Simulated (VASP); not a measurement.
A run of VASP 6.6.1 is set up as follows.

Contents of INCAR:

```
SYSTEM = GaHgS
PREC = Accurate ; ENCUT = 600
EDIFF = 1E-7 ; ISMEAR = 0
SIGMA = 0.1 ; LREAL = .False.
LASPH = .True. ; NELM = 100
ALGO = Normal ; ISIF = 3
LWAVE = .False. ; LCHARG = .False.
GGA = PE ; IBRION = 2
NSW = 100 ; EDIFFG = -0.01
```

File KPOINTS:

```
Automatic mesh
0
Gamma
  12 12 10
  0 0 0
```

File POSCAR:

```
GaHgS
1.0
    4.4166642300      0.0000000000      0.0000000000
   -2.2083321100      3.8249434200      0.0000000000
    0.0000000000      0.0000000000      4.4276902100
Ga Hg S
1 1 1
Direct
    0.3333333300      0.6666666700      0.5000000000
    0.0000000000      0.0000000000      0.5000000000
    0.6666666700      0.3333333300      0.0000000000
```

Potentials or basis: VASP PAW PBE potentials, release 64 (Ga_d, Hg, S).

Launch:

```bash
$ cat potpaw_PBE.64/Ga_d/POTCAR potpaw_PBE.64/Hg/POTCAR potpaw_PBE.64/S/POTCAR > POTCAR
$ mpirun -np 1 vasp_std > vasp.out
```

**Question.** What does it give for the space group after relaxing (to 0.05 Å)?

**Answer.** P-6m2 (No. 187).

**Question.** What does it give for the relaxed cell?

**Answer.** a = 4.584 Å, b = 4.584 Å, c = 3.769 Å, α = 90.00°, β = 90.00°, γ = 120.00°.

**Question.** Estimate the relaxed volume.

**Answer.** 22.87 Å³/atom.

Final structure:
```
Ga Hg S
1.0
     4.58414    0.00000    0.00000
    -2.29207    3.96998    0.00000
     0.00000    0.00000    3.76926
Ga Hg S
1 1 1
Direct
  0.33333 0.66667 0.50000
  0.00000 0.00000 0.50000
  0.66667 0.33333 0.00000
```
